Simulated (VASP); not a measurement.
# Pd (Fm-3m) in VASP: a series of runs

Aim: see how the results for Pd move with the level of theory and the settings. Levels: PBEsol, PBE+U, r2SCAN+U, RPBE+D3(BJ), PBE+D3(BJ)+U. Tasks: vibrations by perturbation theory, single point, elastic constants.

All numbers are computed with VASP 6.6.1; they aren't measurements. Logs are shortened: lines on timing, memory, paths and dates and some standing lists are left out, and cuts for length are marked.

### 1 The cell of the first run

Symmetry: Fm-3m, No. 225, cubic system. The conventional cell has a = 3.893 Å, b = 3.893 Å, c = 3.893 Å, α = 90.00°, β = 90.00°, γ = 90.00°. Pd (site symmetry m-3m) has 12 Pd at 2.75 Å within 3.6 Å.

### 2 Vibrations by perturbation theory, PBEsol

Input file INCAR:

```
SYSTEM = Pd
PREC = Accurate ; ENCUT = 500
EDIFF = 1E-8 ; ISMEAR = -1
SIGMA = 0.05 ; LREAL = .False.
LASPH = .True. ; NELM = 120
ALGO = Normal ; ISIF = 2
LWAVE = .False. ; LCHARG = .False.
GGA = PS ; NBANDS = 11
IBRION = 8 ; NSW = 1
GGA_COMPAT = .False.
```

Input file KPOINTS:

```
regular mesh
0
Gamma
  10 10 10
  0 0 0
```

Input file POSCAR:

```
Pd
1.0
    0.0000000000      1.9465000000      1.9465000000
    1.9465000000      0.0000000000      1.9465000000
    1.9465000000      1.9465000000      0.0000000000
Pd
1
Direct
    0.0000000000      0.0000000000      0.0000000000
```

Potentials or basis: VASP PAW PBE potentials, release 64 (Pd).

Run with:

```sh
$ cat potpaw_PBE.64/Pd/POTCAR > POTCAR
$ mpirun -np 1 vasp_std > vasp.out
```

OUTCAR:

```text
SYSTEM = Pd
   PREC = Accurate
   ENCUT = 500
   EDIFF = 1E-8
   ISMEAR = -1
   LREAL = .False.
   LASPH = .True.
   NELM = 120
   ISIF = 2
   GGA = PS
   IBRION = 8
   NSW = 1

 ion  position               nearest neighbor table
   1  0.000  0.000  0.000-

  LATTYP: Found a face centered cubic cell.
 ALAT       =     3.8930000000

  Lattice vectors:

 A1 = (   0.0000000000,   1.9465000000,   1.9465000000)
 A2 = (   1.9465000000,   0.0000000000,   1.9465000000)
 A3 = (   1.9465000000,   1.9465000000,   0.0000000000)

Analysis of symmetry for initial positions (statically):
=====================================================================
 Subroutine PRICEL returns:
 Original cell was already a primitive cell.

 Routine SETGRP: Setting up the symmetry group for a
 face centered cubic supercell.

 Subroutine GETGRP returns: Found 48 space group operations
 (whereof 48 operations were pure point group operations)
 out of a pool of 48 trial point group operations.

The static configuration has the point symmetry O_h .

Analysis of symmetry for dynamics (positions and initial velocities):
=====================================================================
 Subroutine PRICEL returns:
 Original cell was already a primitive cell.

 Routine SETGRP: Setting up the symmetry group for a
 face centered cubic supercell.

 Subroutine GETGRP returns: Found 48 space group operations
 (whereof 48 operations were pure point group operations)
 out of a pool of 48 trial point group operations.

The dynamic configuration has the point symmetry O_h .

 Subroutine INISYM returns: Found 48 space group operations
 (whereof 48 operations are pure point group operations),
 and found     1 'primitive' translations

----------------------------------------------------------------------------------------

                                     Primitive cell

  volume of cell :      14.7500

  direct lattice vectors                    reciprocal lattice vectors
     0.000000000  1.946500000  1.946500000    -0.256871307  0.256871307  0.256871307
     1.946500000  0.000000000  1.946500000     0.256871307 -0.256871307  0.256871307
     1.946500000  1.946500000  0.000000000     0.256871307  0.256871307 -0.256871307

  length of vectors
     2.752766699  2.752766699  2.752766699     0.444914156  0.444914156  0.444914156

  position of ions in fractional coordinates (direct lattice)
     0.000000000  0.000000000  0.000000000

  ion indices of the primitive-cell ions
   primitive index   ion index
                 1           1

----------------------------------------------------------------------------------------

 KPOINTS: regular mesh

Automatic generation of k-mesh.
 Grid dimensions read from file:
 generate k-points for:   10   10   10

 Generating k-lattice:

  Cartesian coordinates                     Fractional coordinates (reciprocal lattice)
    -0.025687131  0.025687131  0.025687131     0.100000000  0.000000000  0.000000000
     0.025687131 -0.025687131  0.025687131     0.000000000  0.100000000  0.000000000
     0.025687131  0.025687131 -0.025687131     0.000000000  0.000000000  0.100000000

  Length of vectors
     0.044491416  0.044491416  0.044491416

  Shift w.r.t. Gamma in fractional coordinates (k-lattice)
     0.000000000  0.000000000  0.000000000

 Subroutine IBZKPT returns following result:
 ===========================================

 Found     47 irreducible k-points:

 Following reciprocal coordinates:
            Coordinates               Weight
  0.000000  0.000000  0.000000      1.000000
[... 61 lines left out ...]
     AMIX     =   0.40;   BMIX     =  1.00
     AMIX_MAG =   1.60;   BMIX_MAG =  1.00
  volume/ion in A,a.u.               =      14.75        99.54
  Fermi-wavevector in a.u.,A,eV,Ry     =   1.438171  2.717748 28.141404  2.068335
  Thomas-Fermi vector in A             =   2.557167
   LORBIT       =      0    0 simple, 1 ext, 2 COOP (PROOUT), +10 PAW based schemes
   GGA     = PS    functional components
   LHFCALC =     F    Hartree Fock is set to
   AEXX    =    0.0000 exact exchange contribution
   IVDW    =     0    specifies the selected vdW correction
   LEPSILON=     F    determine dielectric tensor
   LRPA    =     F    only Hartree local field effects (RPA)
 non-spin polarized calculation
  energy-cutoff  :      500.00
  volume of cell :       14.75
 maximum number of plane-waves:       388
   NGX =  9   NGY =  9   NGZ =  9

--------------------------------------- Ionic step        1  -------------------------------------------

 number of electron      10.0000000 magnetization

 number of electron       9.9999999 magnetization

 Free energy of the ion-electron system (eV)
  ---------------------------------------------------
  ext. energy  EPLUGINS =         0.00000000
  ---------------------------------------------------
  free energy    TOTEN  =        -5.97917536 eV

  energy without entropy =       -5.96425238  energy(sigma->0) =       -5.97171387

 E-fermi :   9.6446     XC(G=0): -13.3789

 val. band max:        9.6276163985   @ k =  -0.4000   0.4000   0.0000
 cond. band min:       9.6712531682   @ k =   0.5000   0.2000   0.0000
 fundamental gap:      0.0436367698
 Fermi energy:         9.6445911761

 k-point     1 :       0.0000    0.0000    0.0000
  band No.  band energies     occupation
      1       2.3802      2.00000
      2       6.7741      2.00000
      3       6.7741      2.00000
      4       6.7741      2.00000
      5       8.4054      2.00000
      6       8.4054      2.00000
      7      26.7479      0.00000
      8      31.5159      0.00000
      9      31.5159      0.00000
     10      31.5159      0.00000
     11      35.7379      0.00000
[... 309 lines left out ...]
 k-point    24 :       0.4000    0.3000    0.0000
  band No.  band energies     occupation
      1       4.7603      2.00000
      2       5.0427      2.00000
      3       8.1650      2.00000
      4       8.6755      2.00000
      5       9.5446      1.76144
      6      10.6463      0.00000
      7      23.2235      0.00000
      8      24.8320      0.00000
      9      25.1518      0.00000
     10      30.4057      0.00000
     11      32.6842      0.00000

 [... further k-points ...]

------------------------ aborting loop because EDIFF is reached ----------------------------------------

  FORCE on cell =-STRESS in cart. coord.  units (eV):
  Direction    XX          YY          ZZ          XY          YZ          ZX
  --------------------------------------------------------------------------------------
  -------------------------------------------------------------------------------------
  Total       -0.2792473     -0.2792473     -0.2792473      0.0000000      0.0000000     -0.0000000
  in kB      -30.3323718    -30.3323718    -30.3323718      0.0000000      0.0000000     -0.0000000
  external PRESSURE =     -30.3323718 kB  Pullay stress =       0.0000000 kB

 VOLUME and BASIS-vectors are now :
 -----------------------------------------------------------------------------
  energy-cutoff  :      500.00
  volume of cell :       14.75
      direct lattice vectors                 reciprocal lattice vectors
     0.000000000  1.946500000  1.946500000    -0.256871307  0.256871307  0.256871307
     1.946500000  0.000000000  1.946500000     0.256871307 -0.256871307  0.256871307
     1.946500000  1.946500000  0.000000000     0.256871307  0.256871307 -0.256871307

 POSITION                                       TOTAL-FORCE (eV/Angst)
 -----------------------------------------------------------------------------------
      0.00000      0.00000      0.00000        -0.000000     -0.000000     -0.000000
 -----------------------------------------------------------------------------------
    total drift:                                0.000000      0.000000      0.000000

  FREE ENERGIE OF THE ION-ELECTRON SYSTEM (eV)
  ---------------------------------------------------
  free  energy   TOTEN  =        -5.9791753596 eV

  energy  without entropy=       -5.9642523848  energy(sigma->0) =       -5.97171387

[... ionic steps 2 to 3 ...]

--------------------------------------- Ionic step        4  -------------------------------------------

 Free energy of the ion-electron system (eV)
  ---------------------------------------------------
  ---------------------------------------------------
  free energy    TOTEN  =        -0.23717424 eV

  energy without entropy =       -0.23717424

------------------------ aborting loop because EDIFF is reached ----------------------------------------

 INTERNAL STRAIN TENSOR  FOR ION    1  DIRECTION 1   (eV/Angst):
 -----------------------------------------------------------------------------
     0.00623 -0.00000  0.00000
    -0.00000 -0.00120  0.00000
     0.00000  0.00000 -0.00120

 INTERNAL STRAIN TENSOR FOR ION    1 for displacements in x,y,z  (eV/Angst):
          X           Y           Z          XY          YZ          ZX
  --------------------------------------------------------------------------------
  x     0.00000     0.00000     0.00000     0.00000     0.00000     0.00000
  y     0.00000     0.00000     0.00000     0.00000     0.00000     0.00000
  z     0.00000     0.00000     0.00000     0.00000     0.00000     0.00000

 SECOND DERIVATIVES (NOT SYMMETRIZED)
 ------------------------------------
               1X          1Y          1Z
  1X     0.011179    0.000000    0.000000
  1Y     0.000000    0.011179    0.000000
  1Z     0.000000    0.000000    0.011179

 Eigenvectors and eigenvalues of the dynamical matrix
 ----------------------------------------------------

   1 f/i=    0.160230 THz     1.006755 2PiTHz    5.344700 cm-1     0.662658 meV
             X         Y         Z           dx          dy          dz
      0.000000  0.000000  0.000000     1.000000    0.000000    0.000000

   2 f/i=    0.160230 THz     1.006755 2PiTHz    5.344700 cm-1     0.662658 meV
             X         Y         Z           dx          dy          dz
      0.000000  0.000000  0.000000     0.000000    1.000000    0.000000

   3 f/i=    0.160230 THz     1.006755 2PiTHz    5.344700 cm-1     0.662658 meV
             X         Y         Z           dx          dy          dz
      0.000000  0.000000  0.000000     0.000000    0.000000    1.000000

--------------------------------------------------------------------------------------------------------

 ELASTIC MODULI CONTR FROM IONIC RELAXATION (kBar)
 Direction    XX          YY          ZZ          XY          YZ          ZX
 --------------------------------------------------------------------------------
 XX           0.0000      0.0000      0.0000      0.0000      0.0000      0.0000
 YY           0.0000      0.0000      0.0000      0.0000      0.0000      0.0000
 ZZ           0.0000      0.0000      0.0000      0.0000      0.0000      0.0000
 XY           0.0000      0.0000      0.0000      0.0000      0.0000      0.0000
 YZ           0.0000      0.0000      0.0000      0.0000      0.0000      0.0000
 ZX           0.0000      0.0000      0.0000      0.0000      0.0000      0.0000
 --------------------------------------------------------------------------------
```

Wall time 21 s (1 thread of Intel Xeon 6975P-C (Granite Rapids), shared host); peak memory 0.15 GiB.

Caveat: the cell stands under pressure or tension, which shifts response properties; the PAW data sets were made with another functional, which shifts forces and pressure a little.

(Part 1 of 3 ends here.)
